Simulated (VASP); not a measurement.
C: single point with PBE+D3(BJ)

Crystal: C.

```
C
1.0
     2.46466    0.00000    0.00000
    -1.23233    2.13446    0.00000
     0.00000    0.00000    3.57197
C
2
Direct
  0.32522 0.66667 0.98245
  0.67478 0.33333 0.01755
```

This cell differs from its parent crystal: atoms displaced along several vibrational modes.

```
Program             : VASP 6.6.1
Task                : single point
Functional          : PBE
Dispersion          : D3(BJ)
Potentials or basis : VASP PAW PBE potentials, release 64 (C)
Cutoff              : 520 eV
k mesh              : 21 × 21 × 12
Occupations         : gaussian, width 0.15 eV
Spin                : no spin polarisation
```

* Pressure: 0.2 GPa
* Largest force: 2.955 eV/Å
* Band gap on the k mesh: zero (bands 4 and 5 overlap by 0.40 eV)
* Dispersion energy per atom: -0.145 eV

Forces on the atoms (eV/Å):
```
C    2.094  0.100  2.083
C   -2.094 -0.100 -2.083
```

Stress tensor (GPa, compression positive):
```
 1.68  3.69 -2.24
 3.69  1.35 -0.11
-2.24 -0.11 -2.28
```

Levels at points of the mesh, in eV from the Fermi level:
| k point | band 1 | band 2 | band 3 | band 4 | band 5 | band 6 | band 7 | band 8 | band 9 |
| --- | --- | --- | --- | --- | --- | --- | --- | --- | --- |
| (0.00, 0.00, 0.00) | -19.53 | -6.78 | -3.44 | -2.26 | 3.58 | 7.57 | 9.10 | 11.79 | 12.42 |
| (0.00, 0.00, 0.50) | -19.35 | -8.24 | -3.42 | -2.23 | 7.62 | 9.15 | 9.27 | 10.46 | 12.74 |

Wall time 3.2 min on 1 thread of Intel(R) Xeon(R) 6975P-C (Granite Rapids), with other jobs on the host, peak memory 0.5 GiB.

Caveat: the cell differs from its parent crystal (atoms displaced along several vibrational modes); forces of over 1 eV/Å act on the atoms, so gaps and moduli don't describe the material at rest.
